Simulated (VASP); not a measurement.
# SrO (P1) in VASP: a series of runs

Runs on SrO. Level: LDA. Tasks: single point.

All numbers are computed with VASP 6.6.1; they aren't measurements. Logs are shortened: lines on timing, memory, paths and dates and some standing lists are left out, and cuts for length are marked.

## 1. The cell of the first run

The typed cell holds 8 atoms: a = 4.275 Å, b = 8.551 Å, c = 5.156 Å, α = 90.00°, β = 90.00°, γ = 120.00°.

## 2. Single point, LDA

The input, INCAR:

```
SYSTEM = SrO
PREC = Accurate
ENCUT = 520
EDIFF = 1E-6
ISMEAR = 0
SIGMA = 0.01
LREAL = .FALSE.
LASPH = .TRUE.
NELM = 120
ALGO = Normal
ISIF = 2
LWAVE = .FALSE.
LCHARG = .FALSE.
GGA = CA
NBANDS = 42
GGA_COMPAT = .FALSE.
```

The input, KPOINTS:

```
Automatic mesh
0
G
  2 2 2
  0 0 0
```

The input, POSCAR:

```
SrO
1.0
    4.2754660000      0.0000000000      0.0000000000
   -4.2754660000      7.4053240000      0.0000000000
    0.0000000000      0.0000000000      5.1555950000
Sr O
4 4
Direct
    0.3480567067      0.3421757103      0.9406258637
    0.6643090302      0.1610396790      0.4432983972
    0.3193290266      0.8293777558      0.9375699604
    0.6575085321      0.6613586387      0.4307797645
    0.3583268069      0.3411796702      0.4398669795
    0.6575463220      0.1652222104      0.9234918569
    0.3485707349      0.8527337899      0.4321668013
    0.6946872047      0.6739888761      0.9532666938
```

Potentials or basis: VASP PAW LDA potentials, release 64 (Sr_sv, O).

On the command line:

```sh
$ cat potpaw_LDA.64/Sr_sv/POTCAR potpaw_LDA.64/O/POTCAR > POTCAR
$ mpirun -np 1 vasp_std > vasp.out
```

OUTCAR:

```text
SYSTEM = SrO
   PREC = Accurate
   ENCUT = 520
   EDIFF = 1E-6
   ISMEAR = 0
   LREAL = .FALSE.
   LASPH = .TRUE.
   NELM = 120
   ISIF = 2
   GGA = CA

 ion  position               nearest neighbor table
   1  0.348  0.342  0.941-   8 2.46   6 2.46   6 2.56   5 2.57   5 2.58   4 3.46   4 3.54   2 3.59
                             2 3.60   2 3.61   2 3.62   3 4.16   3 4.23   3 4.32   3 4.39
   2  0.664  0.161  0.443-   7 2.28   5 2.47   6 2.48   5 2.57   6 2.68   3 3.54   3 3.58   1 3.59
                             1 3.60   1 3.61   1 3.62   4 4.26   4 4.26   4 4.29   4 4.29
   3  0.319  0.829  0.938-   8 2.31   6 2.49   8 2.55   7 2.56   7 2.61   4 3.53   2 3.54   4 3.56
                             4 3.58   2 3.58   4 3.61   1 4.16   1 4.23   1 4.32   1 4.39
   4  0.658  0.661  0.431-   5 2.37   8 2.47   7 2.56   7 2.57   8 2.70   1 3.46   3 3.53   1 3.54
                             3 3.56   3 3.58   3 3.61   2 4.26   2 4.26   2 4.29   2 4.29
   5  0.358  0.341  0.440-   4 2.37   2 2.47   2 2.57   1 2.57   1 2.58
   6  0.658  0.165  0.923-   1 2.46   2 2.48   3 2.49   1 2.56   2 2.68
   7  0.349  0.853  0.432-   2 2.28   3 2.56   4 2.56   4 2.57   3 2.61
   8  0.695  0.674  0.953-   3 2.31   1 2.46   4 2.47   3 2.55   4 2.70

  LATTYP: Found a simple orthorhombic cell.
 ALAT       =     4.2754660000
 B/A-ratio  =     1.2058556892
 C/A-ratio  =     1.7320507285

  Lattice vectors:

 A1 = (  -4.2754660000,   0.0000000000,   0.0000000000)
 A2 = (   0.0000000000,   0.0000000000,   5.1555950000)
 A3 = (   0.0000000000,   7.4053240000,   0.0000000000)

Analysis of symmetry for initial positions (statically):
=====================================================================
 Subroutine PRICEL returns:
 Original cell was already a primitive cell.

 Routine SETGRP: Setting up the symmetry group for a
 simple orthorhombic supercell.

 Subroutine GETGRP returns: Found  1 space group operations
 (whereof  1 operations were pure point group operations)
 out of a pool of  8 trial point group operations.

The static configuration has the point symmetry C_1 .

Analysis of symmetry for dynamics (positions and initial velocities):
=====================================================================
 Subroutine PRICEL returns:
 Original cell was already a primitive cell.

 Routine SETGRP: Setting up the symmetry group for a
 simple orthorhombic supercell.

 Subroutine GETGRP returns: Found  1 space group operations
 (whereof  1 operations were pure point group operations)
 out of a pool of  8 trial point group operations.

The dynamic configuration has the point symmetry C_1 .

 Subroutine INISYM returns: Found  1 space group operations
 (whereof  1 operations are pure point group operations),
 and found     1 'primitive' translations

----------------------------------------------------------------------------------------

                                     Primitive cell

  volume of cell :     163.2324

  direct lattice vectors                    reciprocal lattice vectors
     4.275466000  0.000000000  0.000000000     0.233892633  0.135037981  0.000000000
    -4.275466000  7.405324000  0.000000000     0.000000000  0.135037981  0.000000000
     0.000000000  0.000000000  5.155595000     0.000000000  0.000000000  0.193964033

  length of vectors
     4.275466000  8.550931707  5.155595000     0.270075952  0.135037981  0.193964033

  position of ions in fractional coordinates (direct lattice)
     0.348056707  0.342175710  0.940625864
     0.664309030  0.161039679  0.443298397
     0.319329027  0.829377756  0.937569960
     0.657508532  0.661358639  0.430779765
     0.358326807  0.341179670  0.439866980
     0.657546322  0.165222210  0.923491857
     0.348570735  0.852733790  0.432166801
     0.694687205  0.673988876  0.953266694

  ion indices of the primitive-cell ions
   primitive index   ion index
                 1           1
                 2           2
                 3           3
                 4           4
                 5           5
                 6           6
                 7           7
                 8           8

----------------------------------------------------------------------------------------

 KPOINTS: Automatic mesh

Automatic generation of k-mesh.
 Grid dimensions read from file:
 generate k-points for:    2    2    2

 Generating k-lattice:

  Cartesian coordinates                     Fractional coordinates (reciprocal lattice)
     0.116946316  0.067518990  0.000000000     0.500000000  0.000000000  0.000000000
     0.000000000  0.067518990  0.000000000     0.000000000  0.500000000  0.000000000
     0.000000000  0.000000000  0.096982017     0.000000000  0.000000000  0.500000000

  Length of vectors
     0.135037976  0.067518990  0.096982017

  Shift w.r.t. Gamma in fractional coordinates (k-lattice)
     0.000000000  0.000000000  0.000000000

 Subroutine IBZKPT returns following result:
 ===========================================

 Found      8 irreducible k-points:

 Following reciprocal coordinates:
            Coordinates               Weight
  0.000000  0.000000  0.000000      1.000000
  0.500000  0.000000  0.000000      1.000000
  0.000000  0.500000  0.000000      1.000000
  0.500000  0.500000  0.000000      1.000000
  0.000000  0.000000  0.500000      1.000000
  0.500000  0.000000  0.500000      1.000000
  0.000000  0.500000  0.500000      1.000000
  0.500000  0.500000  0.500000      1.000000
   k-points           NKPTS =      8   k-points in BZ     NKDIM =      8   number of bands    NBANDS=     42
   number of dos      NEDOS =    301   number of ions     NIONS =      8
   total plane-waves  NPLWV =  81920
   dimension x,y,z NGX =    32 NGY =   64 NGZ =   40
   dimension x,y,z NGXF=    64 NGYF=  128 NGZF=   80
   ions per type =               4   4
   NGX,Y,Z   is equivalent  to a cutoff of  12.44, 12.44, 12.90 a.u.
   NGXF,Y,Z  is equivalent  to a cutoff of  24.89, 24.89, 25.80 a.u.
 SYSTEM =  SrO
   PREC   = accura    normal or accurate (medium, high low for compatibility)
   ISTART =      0    job   : 0-new  1-cont  2-samecut
   ICHARG =      2    charge: 1-file 2-atom 10-const
   ISPIN  =      1    spin polarized calculation?
   LNONCOLLINEAR =      F non collinear calculations
   LSORBIT =      F    spin-orbit coupling
   LASPH  =      T    aspherical Exc in radial PAW
   ENCUT  =  520.0 eV  38.22 Ry    6.18 a.u.   7.95 15.90  9.59*2*pi/ulx,y,z
   NELM   =    120;   NELMIN=  2; NELMDL= -5     # of ELM steps
   EDIFF  = 0.1E-05   stopping-criterion for ELM
   LREAL  =      F    real-space projection
[... 7 lines left out ...]
   TEBEG  =    0.0;   TEEND  =   0.0 temperature during run
   PSTRESS=    0.0 pullay stress
   NELECT =      64.0000    total number of electrons
   NUPDOWN=      -1.0000    fix difference up-down
   EMIN   =  10.00;   EMAX   =-10.00  energy-range for DOS
   EFERMI =   0.00;   METHOD = LEGACY
   ISMEAR =     0;   SIGMA  =   0.01  broadening in eV -4-tet -1-fermi 0-gaus
   EFERMI_NEDOS =   21; number of points for ismear=-14 and -15
   IALGO  =     38    algorithm
   IMIX   =      4    mixing-type and parameters
     AMIX     =   0.40;   BMIX     =  1.00
     AMIX_MAG =   1.60;   BMIX_MAG =  1.00
  volume/ion in A,a.u.               =      20.40       137.69
  Fermi-wavevector in a.u.,A,eV,Ry     =   1.198209  2.264287 19.533962  1.435706
  Thomas-Fermi vector in A             =   2.334104
   LORBIT       =      0    0 simple, 1 ext, 2 COOP (PROOUT), +10 PAW based schemes
   GGA     = CA    functional components
   LHFCALC =     F    Hartree Fock is set to
   AEXX    =    0.0000 exact exchange contribution
   IVDW    =     0    specifies the selected vdW correction
   LEPSILON=     F    determine dielectric tensor
   LRPA    =     F    only Hartree local field effects (RPA)
 non-spin polarized calculation
 Gauss-broadening in eV      SIGMA  =   0.01
  energy-cutoff  :      520.00
  volume of cell :      163.23
 maximum number of plane-waves:      4428
 NGX is ok and might be reduce to    32
   NGX = 15   NGY = 31   NGZ = 19

 number of electron      64.0000001 magnetization

 Free energy of the ion-electron system (eV)
  ---------------------------------------------------
  ext. energy  EPLUGINS =         0.00000000
  ---------------------------------------------------
  free energy    TOTEN  =       -52.23507399 eV

  energy without entropy =      -52.23507399  energy(sigma->0) =      -52.23507399

 E-fermi :   0.6071     XC(G=0):  -9.4479

 val. band max:        0.5257467089   @ k =   0.0000   0.0000   0.0000
 cond. band min:       2.8250859521   @ k =   0.0000   0.0000   0.0000
 fundamental gap:      2.2993392432
 Fermi energy:         0.6070914625

 k-point     1 :       0.0000    0.0000    0.0000
  band No.  band energies     occupation
      1     -31.8415      2.00000
      2     -31.6911      2.00000
      3     -31.5427      2.00000
      4     -31.3039      2.00000
      5     -15.5930      2.00000
      6     -15.4910      2.00000
[... 34 lines left out ...]
     41       8.1413      0.00000
     42       8.2589      0.00000

 k-point     2 :       0.5000    0.0000    0.0000
  band No.  band energies     occupation
      1     -31.8207      2.00000
      2     -31.6773      2.00000
      3     -31.5452      2.00000
      4     -31.3016      2.00000
      5     -15.7123      2.00000
      6     -15.4382      2.00000
[... 34 lines left out ...]
     41       8.2917      0.00000
     42       8.3449      0.00000

 k-point     3 :       0.0000    0.5000    0.0000
  band No.  band energies     occupation
      1     -31.8394      2.00000
      2     -31.6936      2.00000
      3     -31.5428      2.00000
      4     -31.3035      2.00000
      5     -15.3392      2.00000
      6     -15.1808      2.00000
[... 177 lines left out ...]
      4     -31.3128      2.00000
      5     -15.7742      2.00000
      6     -15.6064      2.00000
[... 34 lines left out ...]
     41       8.0267      0.00000
     42       8.0702      0.00000

 k-point     8 :       0.5000    0.5000    0.5000
  band No.  band energies     occupation
      1     -31.8094      2.00000
      2     -31.6854      2.00000
      3     -31.5396      2.00000
      4     -31.3039      2.00000
      5     -16.0839      2.00000
      6     -15.7833      2.00000
[... 34 lines left out ...]
     41       8.1263      0.00000
     42       8.2423      0.00000

------------------------ aborting loop because EDIFF is reached ----------------------------------------

  FORCE on cell =-STRESS in cart. coord.  units (eV):
  Direction    XX          YY          ZZ          XY          YZ          ZX
  --------------------------------------------------------------------------------------
  -------------------------------------------------------------------------------------
  Total       -3.7717023     -1.8075564     -2.9747065      0.3309807      0.0068899     -0.0469464
  in kB      -37.0204482    -17.7417363    -29.1976825      3.2486803      0.0676266     -0.4607938
  external PRESSURE =     -27.9866223 kB  Pullay stress =       0.0000000 kB

 VOLUME and BASIS-vectors are now :
 -----------------------------------------------------------------------------
  energy-cutoff  :      520.00
  volume of cell :      163.23
      direct lattice vectors                 reciprocal lattice vectors
     4.275466000  0.000000000  0.000000000     0.233892633  0.135037981  0.000000000
    -4.275466000  7.405324000  0.000000000     0.000000000  0.135037981  0.000000000
     0.000000000  0.000000000  5.155595000     0.000000000  0.000000000  0.193964033

 POSITION                                       TOTAL-FORCE (eV/Angst)
 -----------------------------------------------------------------------------------
      0.02514      2.53392      4.84949        -0.070558     -0.571812     -0.105638
      2.15171      1.19255      2.28547         0.141893      0.726006     -0.175234
     -2.18070      6.14181      4.83373         0.629072      0.754120     -0.048111
     -0.01646      4.89757      2.22093         0.029095      0.717042      0.267155
      0.07331      2.52655      2.26778        -0.234629     -0.055248     -0.051672
      2.10492      1.22352      4.76115         0.140760      0.168326      0.303807
     -2.15553      6.31477      2.22808         0.011429     -1.266292      0.088181
      0.08850      4.99111      4.91466        -0.647063     -0.472141     -0.278489
 -----------------------------------------------------------------------------------
    total drift:                               -0.000381     -0.000437     -0.000366

  FREE ENERGIE OF THE ION-ELECTRON SYSTEM (eV)
  ---------------------------------------------------
  free  energy   TOTEN  =       -52.2350739877 eV

  energy  without entropy=      -52.2350739877  energy(sigma->0) =      -52.23507399
```

Wall time 71 s (1 thread of AMD EPYC 7R43 (Zen 3), shared host); peak memory 0.2 GiB.

What came out:

- Free energy: -52.2351 eV
- Pressure: -2.8 GPa
- Largest force: 1.269 eV/Å
- Band gap on the k mesh: 2.30 eV

Forces in eV/Å, atoms in the order of the input:
```
Sr  -0.071 -0.572 -0.106
Sr   0.142  0.726 -0.175
Sr   0.629  0.754 -0.048
Sr   0.029  0.717  0.267
O   -0.235 -0.055 -0.052
O    0.141  0.168  0.304
O    0.011 -1.266  0.088
O   -0.647 -0.472 -0.278
```

Levels at points of the mesh, in eV from the valence-band top:
| k point | band 28 | band 29 | band 30 | band 31 | band 32 | band 33 | band 34 | band 35 | band 36 | band 37 |
| --- | --- | --- | --- | --- | --- | --- | --- | --- | --- | --- |
| (0.00, 0.00, 0.00) | -0.50 | -0.42 | -0.35 | -0.30 | 0.00 | 2.30 | 3.81 | 4.66 | 4.88 | 5.85 |
| (0.50, 0.00, 0.00) | -0.43 | -0.41 | -0.36 | -0.30 | -0.18 | 3.87 | 4.23 | 4.41 | 4.70 | 4.82 |
| (0.00, 0.50, 0.00) | -0.59 | -0.57 | -0.43 | -0.38 | -0.05 | 3.44 | 3.82 | 5.04 | 5.24 | 5.48 |
| (0.50, 0.50, 0.00) | -0.42 | -0.40 | -0.25 | -0.22 | -0.16 | 3.54 | 3.65 | 3.81 | 4.24 | 6.20 |
| (0.00, 0.00, 0.50) | -1.06 | -0.93 | -0.88 | -0.49 | -0.47 | 3.90 | 3.96 | 4.38 | 4.84 | 7.03 |
| (0.50, 0.00, 0.50) | -0.92 | -0.53 | -0.52 | -0.49 | -0.44 | 4.31 | 4.60 | 4.91 | 5.20 | 7.04 |
| (0.00, 0.50, 0.50) | -0.94 | -0.92 | -0.89 | -0.85 | -0.70 | 4.48 | 4.66 | 4.95 | 5.18 | 7.08 |
| (0.50, 0.50, 0.50) | -0.93 | -0.60 | -0.50 | -0.45 | -0.43 | 4.04 | 4.35 | 4.69 | 4.90 | 7.27 |

Caveat: the k points lie up to 0.73 Å⁻¹ apart; forces of over 1 eV/Å act on the atoms, so gaps and moduli don't describe the material at rest.

## 3. Single point, LDA

The input, INCAR:

```
PREC     = Accurate       # precision mode
ENCUT    = 520            # plane-wave cutoff, eV
EDIFF    = 1E-6           # SCF threshold, eV
ISMEAR   = 0              # smearing method
SIGMA    = 0.01           # smearing width, eV
LREAL    = False          # projectors in reciprocal space
LASPH    = True           # aspherical terms in the spheres
NELM     = 120            # most SCF steps
ALGO     = Normal         # electronic algorithm
ISIF     = 2              # what is computed and relaxed
LWAVE    = False          # write WAVECAR
LCHARG   = False          # write CHGCAR
GGA      = CA             # functional
NBANDS   = 42             # bands
GGA_COMPAT= False
```

The input, KPOINTS:

```
Automatic mesh
0
Gamma
  2 2 2
```

The input, POSCAR:

```
SrO
1.0
    4.2754660000      0.0000000000      0.0000000000
   -4.2754660000      7.4053240000      0.0000000000
    0.0000000000      0.0000000000      5.1555950000
Sr O
4 4
Direct
    0.3541971914      0.3456680626      0.9416170200
    0.6642399413      0.1591544138      0.4454609022
    0.3148619599      0.8284345155      0.9372359543
    0.6540996678      0.6596861933      0.4277331714
    0.3673855745      0.3448483821      0.4407869509
    0.6559031263      0.1656099044      0.9199361082
    0.3479852255      0.8539317118      0.4308139022
    0.6977372464      0.6742574667      0.9584975158
```

Potentials or basis: VASP PAW LDA potentials, release 64 (Sr_sv, O).

On the command line:

```sh
$ cat potpaw_LDA.64/Sr_sv/POTCAR potpaw_LDA.64/O/POTCAR > POTCAR
$ mpirun -np 1 vasp_std > vasp.out
```

It took 71 s on 1 thread of AMD EPYC 7R43 (Zen 3), shared host; peak memory 0.2 GiB.

The run converged. Its results:

```
Free energy            : -52.1223 eV
Pressure               : -2.4 GPa
Largest force          : 1.444 eV/Å
Band gap on the k mesh : 2.27 eV
```

Forces on the atoms (eV/Å):
```
Sr  -0.093 -0.783 -0.151
Sr   0.158  0.948 -0.245
Sr   0.795  0.890 -0.064
Sr   0.021  0.950  0.410
O   -0.263 -0.259 -0.063
O    0.176  0.180  0.399
O    0.002 -1.440  0.104
O   -0.798 -0.486 -0.390
```

Stress tensor (GPa, compression positive):
```
-3.69  0.43 -0.09
 0.43 -0.94  0.00
-0.09  0.00 -2.54
```

Levels at points of the mesh, in eV from the valence-band top:
| k point | band 28 | band 29 | band 30 | band 31 | band 32 | band 33 | band 34 | band 35 | band 36 | band 37 |
| --- | --- | --- | --- | --- | --- | --- | --- | --- | --- | --- |
| (0.00, 0.00, 0.00) | -0.53 | -0.43 | -0.37 | -0.31 | 0.00 | 2.27 | 3.73 | 4.66 | 4.90 | 5.81 |
| (0.50, 0.00, 0.00) | -0.45 | -0.43 | -0.37 | -0.31 | -0.16 | 3.86 | 4.18 | 4.41 | 4.67 | 4.85 |
| (0.00, 0.50, 0.00) | -0.65 | -0.56 | -0.46 | -0.42 | -0.04 | 3.38 | 3.78 | 5.01 | 5.25 | 5.52 |
| (0.50, 0.50, 0.00) | -0.44 | -0.40 | -0.25 | -0.23 | -0.14 | 3.50 | 3.65 | 3.82 | 4.29 | 6.16 |
| (0.00, 0.00, 0.50) | -1.04 | -0.93 | -0.87 | -0.51 | -0.48 | 3.84 | 3.92 | 4.31 | 4.84 | 6.99 |
| (0.50, 0.00, 0.50) | -0.92 | -0.55 | -0.54 | -0.50 | -0.45 | 4.25 | 4.62 | 4.91 | 5.24 | 7.01 |
| (0.00, 0.50, 0.50) | -0.95 | -0.92 | -0.88 | -0.87 | -0.68 | 4.42 | 4.59 | 4.89 | 5.18 | 7.03 |
| (0.50, 0.50, 0.50) | -0.95 | -0.62 | -0.49 | -0.45 | -0.44 | 3.97 | 4.38 | 4.72 | 4.94 | 7.22 |

Caveat: the k points lie up to 0.73 Å⁻¹ apart; forces of over 1 eV/Å act on the atoms, so gaps and moduli don't describe the material at rest.
